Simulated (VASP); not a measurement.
# BaTe (Fm-3m) in VASP: notebook

The runs below take BaTe through single point, with r2SCAN.

All numbers are computed with VASP 6.6.1; they aren't measurements. Logs are shortened: lines on timing, memory, paths and dates and some standing lists are left out, and cuts for length are marked.

## (1) The cell of the first run

Symmetry: Fm-3m, No. 225, cubic system. The conventional cell has a = 6.993 Å, b = 6.993 Å, c = 6.993 Å, α = 90.00°, β = 90.00°, γ = 90.00°. Ba (site symmetry m-3m) has 6 Te at 3.50 Å within 4.6 Å. Within 4.6 Å of Te (site symmetry m-3m) lie 6 Ba at 3.50 Å.

## (2) Single point, r2SCAN (42.75 Å³/atom)

The input, POSCAR:

```
BaTe
1.0
    0.0000000000      3.4967037339      3.4967037339
    3.4967037339      0.0000000000      3.4967037339
    3.4967037339      3.4967037339      0.0000000000
Ba Te
1 1
Direct
    0.0000000000      0.0000000000      0.0000000000
    0.5000000000      0.5000000000      0.5000000000
```

The input, INCAR.step1:

```
SYSTEM = BaTe
PREC = Accurate ; ENCUT = 520
ISMEAR = 0 ; SIGMA = 0.01
LREAL = .False. ; LASPH = .True.
NELM = 60 ; NBANDS = 15
GGA = PE ; ALGO = Normal
EDIFF = 1E-4 ; LWAVE = .True.
LCHARG = .False.
```

The input, INCAR.step2:

```
SYSTEM = BaTe
PREC = Accurate ; ENCUT = 520
EDIFF = 1E-7 ; ISMEAR = 0
SIGMA = 0.01 ; LREAL = .False.
LASPH = .True. ; NELM = 60
ALGO = Normal ; ISIF = 2
LWAVE = .False. ; LCHARG = .False.
METAGGA = R2SCAN ; LMIXTAU = .True.
NBANDS = 15 ; ISTART = 1
```

The input, KPOINTS:

```
Automatic mesh
0
Gamma
  6 6 6
  0 0 0
```

Potentials or basis: VASP PAW PBE potentials, release 64 (Ba_sv, Te).

Command:

```bash
$ cat potpaw_PBE.64/Ba_sv/POTCAR potpaw_PBE.64/Te/POTCAR > POTCAR
$ cp INCAR.step1 INCAR
$ mpirun -np 1 vasp_std > vasp.out
$ cp INCAR.step2 INCAR
$ mpirun -np 1 vasp_std > vasp.out
```

OUTCAR:

```text
SYSTEM = BaTe
   PREC = Accurate
   ENCUT = 520
   EDIFF = 1E-7
   ISMEAR = 0
   LREAL = .False.
   LASPH = .True.
   NELM = 60
   ISIF = 2
   METAGGA = R2SCAN
   ISTART = 1

 ion  position               nearest neighbor table
   1  0.000  0.000  0.000-   2 3.50   2 3.50   2 3.50   2 3.50   2 3.50   2 3.50
   2  0.500  0.500  0.500-   1 3.50   1 3.50   1 3.50   1 3.50   1 3.50   1 3.50

  LATTYP: Found a face centered cubic cell.
 ALAT       =     6.9934074678

  Lattice vectors:

 A1 = (   0.0000000000,   3.4967037339,   3.4967037339)
 A2 = (   3.4967037339,   0.0000000000,   3.4967037339)
 A3 = (   3.4967037339,   3.4967037339,   0.0000000000)

Analysis of symmetry for initial positions (statically):
=====================================================================
 Subroutine PRICEL returns:
 Original cell was already a primitive cell.

 Routine SETGRP: Setting up the symmetry group for a
 face centered cubic supercell.

 Subroutine GETGRP returns: Found 48 space group operations
 (whereof 48 operations were pure point group operations)
 out of a pool of 48 trial point group operations.

The static configuration has the point symmetry O_h .

Analysis of symmetry for dynamics (positions and initial velocities):
=====================================================================
 Subroutine PRICEL returns:
 Original cell was already a primitive cell.

 Routine SETGRP: Setting up the symmetry group for a
 face centered cubic supercell.

 Subroutine GETGRP returns: Found 48 space group operations
 (whereof 48 operations were pure point group operations)
 out of a pool of 48 trial point group operations.

The dynamic configuration has the point symmetry O_h .

 Subroutine INISYM returns: Found 48 space group operations
 (whereof 48 operations are pure point group operations),
 and found     1 'primitive' translations

----------------------------------------------------------------------------------------

                                     Primitive cell

  volume of cell :      85.5080

  direct lattice vectors                    reciprocal lattice vectors
     0.000000000  3.496703734  3.496703734    -0.142991811  0.142991811  0.142991811
     3.496703734  0.000000000  3.496703734     0.142991811 -0.142991811  0.142991811
     3.496703734  3.496703734  0.000000000     0.142991811  0.142991811 -0.142991811

  length of vectors
     4.945085844  4.945085844  4.945085844     0.247669082  0.247669082  0.247669082

  position of ions in fractional coordinates (direct lattice)
     0.000000000  0.000000000  0.000000000
     0.500000000  0.500000000  0.500000000

  ion indices of the primitive-cell ions
   primitive index   ion index
                 1           1
                 2           2

----------------------------------------------------------------------------------------

 KPOINTS: Automatic mesh

Automatic generation of k-mesh.
 Grid dimensions read from file:
 generate k-points for:    6    6    6

 Generating k-lattice:

  Cartesian coordinates                     Fractional coordinates (reciprocal lattice)
    -0.023831969  0.023831969  0.023831969     0.166666667  0.000000000  0.000000000
     0.023831969 -0.023831969  0.023831969     0.000000000  0.166666667  0.000000000
     0.023831969  0.023831969 -0.023831969     0.000000000  0.000000000  0.166666667

  Length of vectors
     0.041278180  0.041278180  0.041278180

  Shift w.r.t. Gamma in fractional coordinates (k-lattice)
     0.000000000  0.000000000  0.000000000

 Subroutine IBZKPT returns following result:
 ===========================================

 Found     16 irreducible k-points:

 Following reciprocal coordinates:
            Coordinates               Weight
  0.000000  0.000000  0.000000      1.000000
  0.166667  0.000000  0.000000      8.000000
  0.333333  0.000000  0.000000      8.000000
  0.500000  0.000000  0.000000      4.000000
  0.166667  0.166667  0.000000      6.000000
  0.333333  0.166667  0.000000     24.000000
[... 8 lines left out ...]
 -0.333333  0.333333  0.166667     24.000000
 -0.333333  0.500000  0.166667     12.000000
   k-points           NKPTS =     16   k-points in BZ     NKDIM =     16   number of bands    NBANDS=     15
   number of dos      NEDOS =    301   number of ions     NIONS =      2
   total plane-waves  NPLWV =  64000
   dimension x,y,z NGX =    40 NGY =   40 NGZ =   40
   dimension x,y,z NGXF=    80 NGYF=   80 NGZF=   80
   ions per type =               1   1
   NGX,Y,Z   is equivalent  to a cutoff of  13.45, 13.45, 13.45 a.u.
   NGXF,Y,Z  is equivalent  to a cutoff of  26.89, 26.89, 26.89 a.u.
 SYSTEM =  BaTe
   PREC   = accura    normal or accurate (medium, high low for compatibility)
   ISTART =      1    job   : 0-new  1-cont  2-samecut
   ICHARG =      0    charge: 1-file 2-atom 10-const
   ISPIN  =      1    spin polarized calculation?
   LNONCOLLINEAR =      F non collinear calculations
   LSORBIT =      F    spin-orbit coupling
   LASPH  =      T    aspherical Exc in radial PAW
   ENCUT  =  520.0 eV  38.22 Ry    6.18 a.u.   9.19  9.19  9.19*2*pi/ulx,y,z
   NELM   =     60;   NELMIN=  2; NELMDL=  0     # of ELM steps
   EDIFF  = 0.1E-06   stopping-criterion for ELM
   LREAL  =      F    real-space projection
   EDIFFG = 0.1E-05   stopping-criterion for IOM
   NSW    =      0    number of steps for IOM
   IBRION =     -1    ionic relax: 0-MD 1-quasi-New 2-CG
   NFREE  =      0    steps in history (QN), initial steepest desc. (CG)
   ISIF   =      2    stress and relaxation
   ISYM   =      2    0-nonsym 1-usesym 2-fastsym
   POTIM  = 0.5000    time-step for ionic-motion
   TEBEG  =    0.0;   TEEND  =   0.0 temperature during run
   PSTRESS=    0.0 pullay stress
   NELECT =      16.0000    total number of electrons
   NUPDOWN=      -1.0000    fix difference up-down
   EMIN   =  10.00;   EMAX   =-10.00  energy-range for DOS
   EFERMI =   0.00;   METHOD = LEGACY
   ISMEAR =     0;   SIGMA  =   0.01  broadening in eV -4-tet -1-fermi 0-gaus
   EFERMI_NEDOS =   21; number of points for ismear=-14 and -15
   IALGO  =     38    algorithm
   IMIX   =      4    mixing-type and parameters
     AMIX     =   0.40;   BMIX     =  1.00
     AMIX_MAG =   1.60;   BMIX_MAG =  1.00
  volume/ion in A,a.u.               =      42.75       288.52
  Fermi-wavevector in a.u.,A,eV,Ry     =   0.936367  1.769477 11.929353  0.876783
  Thomas-Fermi vector in A             =   2.063369
   LORBIT       =      0    0 simple, 1 ext, 2 COOP (PROOUT), +10 PAW based schemes
   METAGGA = R2SCAN    functional components
   LHFCALC =     F    Hartree Fock is set to
   AEXX    =    0.0000 exact exchange contribution
   IVDW    =     0    specifies the selected vdW correction
   LEPSILON=     F    determine dielectric tensor
   LRPA    =     F    only Hartree local field effects (RPA)
 non-spin polarized calculation
 Gauss-broadening in eV      SIGMA  =   0.01
  energy-cutoff  :      520.00
  volume of cell :       85.51
 maximum number of plane-waves:      2332
 NGX is ok and might be reduce to    40
   NGX = 19   NGY = 19   NGZ = 19

 number of electron      15.9999999 magnetization

 Free energy of the ion-electron system (eV)
  ---------------------------------------------------
  ext. energy  EPLUGINS =         0.00000000
  ---------------------------------------------------
  free energy    TOTEN  =       -56.01517496 eV

  energy without entropy =      -56.01517496  energy(sigma->0) =      -56.01517496

 E-fermi :   2.1587     XC(G=0):  -8.6420

 val. band max:        2.0837007185   @ k =   0.0000   0.0000   0.0000
 cond. band min:       3.9509184436   @ k =   0.5000   0.5000   0.0000
 fundamental gap:      1.8672177252
 Fermi energy:         2.1586554711

 k-point     1 :       0.0000    0.0000    0.0000
  band No.  band energies     occupation
      1     -25.7177      2.00000
      2     -10.4477      2.00000
      3     -10.4477      2.00000
      4     -10.4477      2.00000
      5      -7.7380      2.00000
      6       2.0837      2.00000
      7       2.0837      2.00000
      8       2.0837      2.00000
      9       5.4244      0.00000
     10       5.4244      0.00000
     11       5.4244      0.00000
     12       5.6833      0.00000
     13       6.1131      0.00000
     14       6.1131      0.00000
     15       9.5875      0.00000

 k-point     2 :       0.1667    0.0000    0.0000
  band No.  band energies     occupation
      1     -25.7141      2.00000
      2     -10.5759      2.00000
      3     -10.4502      2.00000
      4     -10.4502      2.00000
      5      -7.5317      2.00000
      6       1.3166      2.00000
      7       1.7136      2.00000
      8       1.7136      2.00000
      9       5.4984      0.00000
     10       5.7763      0.00000
     11       5.7763      0.00000
     12       6.7080      0.00000
     13       6.8858      0.00000
     14       6.8858      0.00000
     15      10.4462      0.00000

 k-point     3 :       0.3333    0.0000    0.0000
  band No.  band energies     occupation
      1     -25.7069      2.00000
      2     -10.7949      2.00000
      3     -10.4551      2.00000
      4     -10.4551      2.00000
      5      -7.1424      2.00000
      6       0.2751      2.00000
      7       1.1719      2.00000
      8       1.1719      2.00000
      9       5.9365      0.00000
     10       6.6828      0.00000
     11       6.6828      0.00000
     12       8.0189      0.00000
     13       8.5948      0.00000
     14       8.5948      0.00000
     15      10.8843      0.00000

 k-point     4 :       0.5000    0.0000    0.0000
  band No.  band energies     occupation
      1     -25.7033      2.00000
      2     -10.8912      2.00000
      3     -10.4575      2.00000
      4     -10.4575      2.00000
      5      -6.9526      2.00000
      6      -0.1452      2.00000
      7       0.9552      2.00000
      8       0.9552      2.00000
      9       6.7347      0.00000
     10       7.3552      0.00000
     11       7.4996      0.00000
     12       7.4996      0.00000
     13       9.5714      0.00000
     14       9.5714      0.00000
     15      10.1944      0.00000
[... 163 lines left out ...]
 k-point    14 :       0.5000    0.3333    0.1667
  band No.  band energies     occupation
      1     -25.7022      2.00000
      2     -10.7282      2.00000
      3     -10.5410      2.00000
      4     -10.4894      2.00000
      5      -7.2396      2.00000
      6       0.4406      2.00000
      7       1.1402      2.00000
      8       1.3899      2.00000
      9       5.2377      0.00000
     10       7.0336      0.00000
     11       7.5139      0.00000
     12       7.6808      0.00000
     13       8.2802      0.00000
     14       9.7638      0.00000
     15      10.2331      0.00000

 k-point    15 :      -0.3333    0.3333    0.1667
  band No.  band energies     occupation
      1     -25.6998      2.00000
      2     -10.7291      2.00000
      3     -10.5629      2.00000
      4     -10.5128      2.00000
      5      -7.2144      2.00000
      6       0.5121      2.00000
      7       1.0938      2.00000
      8       1.1271      2.00000
      9       6.1020      0.00000
     10       6.2255      0.00000
     11       8.0044      0.00000
     12       8.0540      0.00000
     13       8.1694      0.00000
     14       9.9200      0.00000
     15      10.9786      0.00000

 k-point    16 :      -0.3333    0.5000    0.1667
  band No.  band energies     occupation
      1     -25.6987      2.00000
      2     -10.6289      2.00000
      3     -10.5891      2.00000
      4     -10.5652      2.00000
      5      -7.3570      2.00000
      6       1.0036      2.00000
      7       1.0122      2.00000
      8       1.3347      2.00000
      9       5.0124      0.00000
     10       7.1031      0.00000
     11       7.3909      0.00000
     12       8.0070      0.00000
     13       8.3705      0.00000
     14       9.2756      0.00000
     15      10.8023      0.00000

------------------------ aborting loop because EDIFF is reached ----------------------------------------

  FORCE on cell =-STRESS in cart. coord.  units (eV):
  Direction    XX          YY          ZZ          XY          YZ          ZX
  --------------------------------------------------------------------------------------
  -------------------------------------------------------------------------------------
  Total        0.7079719      0.7079719      0.7079719      0.0000000      0.0000000      0.0000000
  in kB       13.2653929     13.2653929     13.2653929      0.0000000      0.0000000      0.0000000
  external PRESSURE =      13.2653929 kB  Pullay stress =       0.0000000 kB

 VOLUME and BASIS-vectors are now :
 -----------------------------------------------------------------------------
  energy-cutoff  :      520.00
  volume of cell :       85.51
      direct lattice vectors                 reciprocal lattice vectors
     0.000000000  3.496703734  3.496703734    -0.142991811  0.142991811  0.142991811
     3.496703734  0.000000000  3.496703734     0.142991811 -0.142991811  0.142991811
     3.496703734  3.496703734  0.000000000     0.142991811  0.142991811 -0.142991811

 POSITION                                       TOTAL-FORCE (eV/Angst)
 -----------------------------------------------------------------------------------
      0.00000      0.00000      0.00000         0.000000      0.000000     -0.000000
      3.49670      3.49670      3.49670         0.000000      0.000000      0.000000
 -----------------------------------------------------------------------------------
    total drift:                                0.000000     -0.000000     -0.000000

  FREE ENERGIE OF THE ION-ELECTRON SYSTEM (eV)
  ---------------------------------------------------
  free  energy   TOTEN  =       -56.0151749618 eV

  energy  without entropy=      -56.0151749618  energy(sigma->0) =      -56.01517496
```

Wall time 3 min (1 thread of Intel Xeon 8259CL, shared host); peak memory 0.26 GiB.

What came out:

| Item | Value |
| --- | --- |
| Free energy | -56.0152 eV |
| Pressure | 1.3 GPa |
| Band gap on the k mesh | 1.87 eV (least direct gap 2.26 eV) |

Caveat: the PAW data sets were made with another functional, which shifts forces and pressure a little; spin-orbit coupling is left out, which moves the levels of the heavy elements. A k mesh can miss the band edges.

[end of part 1 of 2]
